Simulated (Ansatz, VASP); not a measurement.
## PtSe2 in VASP and in Ansatz

```
Se Pt
1.0
     3.70704    0.00000    0.00000
    -1.85352    3.21039    0.00000
     0.00000    0.00000   22.79816
Se Pt
4 2
Direct
  0.66667 0.33333 0.19738
  0.33333 0.66667 0.31358
  0.66667 0.33333 0.47631
  0.33333 0.66667 0.59251
  0.00000 0.00000 0.25548
  0.00000 0.00000 0.53441
```

Alike in both runs: task single point; functional PBE; dispersion D3(BJ); k mesh 9 × 9 × 1; occupations gaussian, width 0.05 eV; no spin polarisation.

```csv
,VASP,Ansatz
version,VASP 6.6.1,Ansatz 0.2.0
potentials or method,"VASP PAW PBE potentials, release 64 (Se, Pt), cutoff 520 eV","scalar-relativistic, plane waves, PAW"
valence electrons in the cell,44,100
```

VASP gave:

* gap on the k mesh at the Fermi level (eV): 1.10
* least direct gap on the mesh (eV): 1.27
* rms of the force components (eV/Å): 0.036

**Question.** Estimate Ansatz's values.

**Answer.** gap on the k mesh at the Fermi level (eV): 1.10; least direct gap on the mesh (eV): 1.28; rms of the force components (eV/Å): 0.036.

VASP's potentials hold 44 valence electrons a cell and Ansatz's 100, so a difference there can come from the potentials and not from the codes.

Neither program's run includes spin-orbit coupling.
